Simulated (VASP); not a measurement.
Wanted: the native input for a VASP 6.6.1 run.

```yaml
Task: electric field gradients
Functional: PBE
Potentials_or_basis: VASP PAW PBE potentials, release 64 (P)
Cutoff: 520 eV
k_mesh: 8 × 8 × 8
Occupations: fermi-dirac, width 0.03 eV
Spin: no spin polarisation
Dipole_correction: no
Further_INCAR_settings: ALGO = Normal; EDIFF = 1e-08; NBANDS = 8
```

The structure of P lies in POSCAR:

```
P
1.0
    4.2729048574      0.0000000000      0.0000000000
    0.0000000000      4.2729048574      0.0000000000
    0.0000000000      0.0000000000      4.3780000000
P
1
Direct
    0.0000000000      0.0000000000      0.0000000000
```

The input as run:

INCAR

```
SYSTEM = P
PREC = Accurate ; ENCUT = 520
EDIFF = 1E-8 ; ISMEAR = -1
SIGMA = 0.03 ; LREAL = .False.
LASPH = .True. ; NELM = 60
ALGO = Normal ; ISIF = 2
LWAVE = .False. ; LCHARG = .False.
GGA = PE ; LEFG = .True.
NBANDS = 8
```

KPOINTS

```
regular mesh
0
Gamma
  8 8 8
  0 0 0
```

Potentials or basis: VASP PAW PBE potentials, release 64 (P).

Command:

```bash
$ cat potpaw_PBE.64/P/POTCAR > POTCAR
$ mpirun -np 1 vasp_std > vasp.out
```

It gave:

The pressure is -3.6 GPa, the band gap on the k mesh is zero (an odd number of electrons rules out a gap without spin polarisation) and the largest electric field gradient by atom is P -0.6 V/Å².

Caveat: the cell stands under tension; without QUAD_EFG the Cq values of the log hold for a quadrupole moment of 1 mb, not for the nuclei.

Run time: 39 s on 1 thread of Intel Xeon 8259CL, with other jobs on the host, peak memory 0.19 GiB.
